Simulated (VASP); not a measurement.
Input of a VASP 6.6.1 run:

INCAR

```
PREC     = Accurate       # precision mode
ENCUT    = 520            # plane-wave cutoff, eV
EDIFF    = 1E-6           # SCF threshold, eV
ISMEAR   = 0              # smearing method
SIGMA    = 0.1            # smearing width, eV
LREAL    = F              # projectors in reciprocal space
LASPH    = T              # aspherical terms in the spheres
NELM     = 100            # most SCF steps
ALGO     = Normal         # electronic algorithm
ISIF     = 2              # what is computed and relaxed
LWAVE    = F              # write WAVECAR
LCHARG   = F              # write CHGCAR
GGA      = PE             # functional
NBANDS   = 15             # bands
```

File KPOINTS:

```
regular mesh
0
Gamma
  6 6 6
```

File POSCAR:

```
Be2Cd
1.0
    3.9741955423      0.0000000000      0.0000000000
   -1.9870977711      3.4417542993      0.0000000000
    0.0000000000      0.0000000000      2.8961987735
Be Cd
2 1
Direct
    0.3333333333      0.6666666667      0.5000000000
    0.6666666667      0.3333333333      0.5000000000
    0.0000000000      0.0000000000      0.0000000000
```

Potentials or basis: VASP PAW PBE potentials, release 64 (Be, Cd).

The run is started by

```sh
$ cat potpaw_PBE.64/Be/POTCAR potpaw_PBE.64/Cd/POTCAR > POTCAR
$ mpirun -np 1 vasp_std > vasp.out
```

Task: Predict the band gap on the k mesh.

Result: Zero (bands 8 and 9 overlap by 2.91 eV).

Task: What does it give for the pressure?

Result: 0.4 GPa.

Caveat: the k points lie up to 0.36 Å⁻¹ apart, too coarse for converged energies and pressures of a metal.
